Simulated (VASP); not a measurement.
The system is Sc2GaSbAs2.

```
Sc Ga Sb As
1.0
     4.41480    0.00000    0.00000
     0.00000    4.41480    0.00000
     0.00000    0.00000    7.36820
Sc Ga Sb As
2 1 1 2
Direct
  0.50000 0.00000 0.31821
  0.00000 0.50000 0.68179
  0.00000 0.00000 0.00000
  0.50000 0.50000 0.00000
  0.50000 0.00000 0.82913
  0.00000 0.50000 0.17087
```

The cell was generated, and may not be a known phase.

```yaml
Program: VASP 6.6.1
Task: relaxation of cell and atoms
Functional: PBE
Potentials_or_basis: VASP PAW PBE potentials, release 64 (Sc_sv, Ga_d, Sb, As)
Cutoff: 600 eV
k_mesh: 4 × 4 × 4
Occupations: gaussian, width 0.1 eV
Spin: no spin polarisation
```

At the start: pressure 8.6 GPa; volume 23.93 Å³/atom.

Q: How do energy, volume and symmetry change on relaxing?

A: Over 38 steps the energy falls by 571.5 meV/atom and the volume is 25.24 Å³/atom (+5.5 %); space group P-4m2 (No. 115, to 0.1 Å) before and after.

The path:
```tsv
step	energy change (eV)	largest force (eV/Å)	pressure (GPa)	volume (Å³)
1	0.0000	3.3278	8.58	143.61
2	-1.2441	1.1909	-4.72	171.47
3	-1.2518	1.3208	-3.85	168.27
4	-1.9665	1.4925	-3.17	158.86
5	-2.6548	1.7025	8.64	129.98
6	-2.6935	1.3980	-0.60	146.78
7	-3.0301	0.7164	2.50	138.42
8	-3.0358	0.4160	3.60	136.41
9	-2.9306	1.6937	1.94	143.51
10	-3.1028	0.7405	2.56	139.21
11	-3.1607	0.2032	-1.74	149.43
12	-3.1792	0.3445	-0.46	145.89
13	-3.1980	0.2426	-0.21	145.28
14	-3.2268	0.1039	0.69	143.45
15	-3.2415	0.0274	0.59	144.11
16	-3.2874	0.2225	0.31	146.05
17	-3.3682	0.5613	0.05	149.69
18	-3.0922	0.1657	1.64	155.99
19	-3.3716	0.6264	0.01	150.51
20	-3.3722	0.6258	0.02	150.88
21	-3.3792	0.5136	0.00	151.73
22	-3.3796	0.4785	-0.02	151.99
23	-3.3875	0.4117	-0.04	151.88
24	-3.4012	0.2228	-0.09	151.56
25	-3.4026	0.1490	-0.09	151.42
26	-3.4051	0.1284	0.01	151.24
27	-3.4105	0.1559	0.30	150.70
28	-3.4119	0.2336	0.88	149.63
29	-3.4129	0.2030	0.65	150.04
30	-3.4148	0.1944	0.57	150.23
31	-3.4194	0.1663	0.38	150.82
32	-3.4248	0.1114	-0.01	151.99
33	-3.4211	0.0105	-0.72	154.36
34	-3.4257	0.0796	-0.25	152.71
35	-3.4268	0.0645	-0.15	152.47
36	-3.4282	0.0438	-0.08	152.10
37	-3.4291	0.0088	0.08	151.35
38	-3.4291	0.0095	0.04	151.46
```

Final structure:
```
CELL_PARAMETERS angstrom
5.30266 0.00000 0.00000
0.00000 5.30266 0.00000
0.00000 0.00000 5.38650
ATOMIC_POSITIONS crystal
Sc 0.50000 0.00000 0.28388
Sc 0.00000 0.50000 0.71612
Ga 0.00000 0.00000 0.00000
Sb 0.50000 0.50000 0.00000
As 0.50000 0.00000 0.78036
As 0.00000 0.50000 0.21964
```

Caveat: a cell axis changed by over 15 % at a fixed basis, so the end point is rough.
